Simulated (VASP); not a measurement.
Set up this calculation in VASP 6.6.1, as the native input.

```
Task                               : single point
Functional                         : PBEsol-based screened hybrid with 25 % exact exchange
Potentials or basis                : VASP PAW PBE potentials, release 64 (Bi_d, S)
Cutoff                             : 520 eV
k mesh                             : 4 × 4 × 4
Occupations                        : fermi-dirac, width 0.05 eV
Spin                               : no spin polarisation
Dipole correction                  : no
Grid for exact exchange (PRECFOCK) : Normal
Share of exact exchange            : 0.25
Further INCAR settings             : ALGO = Normal; EDIFF = 1e-06; NBANDS = 18
Screening parameter                : 0.207 1/Å
```

Crystal: BiS.

```
Bi S
1.0
     2.04656    1.18158    3.43416
    -2.04656    1.18158    3.43416
     0.00000   -2.36316    3.43416
Bi S
1 1
Direct
  0.00000 0.00000 0.00000
  0.50000 0.50000 0.50000
```

These files were run (other wordings do the same):

POSCAR

```
BiS
1.0
    2.0465602047      1.1815820835      3.4341555436
   -2.0465602047      1.1815820835      3.4341555436
    0.0000000000     -2.3631641719      3.4341555419
Bi S
1 1
Direct
    0.0000000000      0.0000000000      0.0000000000
    0.5000000000      0.5000000000      0.5000000000
```

INCAR.step1

```
SYSTEM = BiS
PREC = Accurate
ENCUT = 520
EDIFF = 1E-5
ISMEAR = -1
SIGMA = 0.05
LREAL = .FALSE.
LASPH = .TRUE.
NELM = 80
ALGO = Normal
ISIF = 2
LWAVE = .TRUE.
LCHARG = .FALSE.
GGA = PE
NBANDS = 18
```

INCAR.step2

```
SYSTEM = BiS
PREC = Accurate
ENCUT = 520
EDIFF = 1E-6
ISMEAR = -1
SIGMA = 0.05
LREAL = .FALSE.
LASPH = .TRUE.
NELM = 80
ALGO = Normal
ISIF = 2
LWAVE = .FALSE.
LCHARG = .FALSE.
GGA = PS
LHFCALC = .TRUE.
AEXX = 0.25
HFSCREEN = 0.207
PRECFOCK = Normal
ISTART = 1
NBANDS = 18
```

KPOINTS

```
Automatic mesh
0
G
  4 4 4
  0 0 0
```

Potentials or basis: VASP PAW PBE potentials, release 64 (Bi_d, S).

The run is started by

```bash
$ cat potpaw_PBE.64/Bi_d/POTCAR potpaw_PBE.64/S/POTCAR > POTCAR
$ cp INCAR.step1 INCAR
$ mpirun -np 1 vasp_std > vasp.out
$ cp INCAR.step2 INCAR
$ mpirun -np 1 vasp_std > vasp.out
```

It gave:

| Item | Value |
| --- | --- |
| Pressure | -0.1 GPa |
| Band gap on the k mesh | zero (an odd number of electrons rules out a gap without spin polarisation) |

Caveat: the k points lie up to 0.47 Å⁻¹ apart, too coarse for converged energies and pressures of a metal; the PAW data sets were made with another functional, which shifts forces and pressure a little; spin-orbit coupling is left out, which moves the levels of the heavy elements.

It took 13 min on 1 thread of Intel(R) Xeon(R) Platinum 8488C (Sapphire Rapids), on a shared host, peak memory 0.28 GiB.
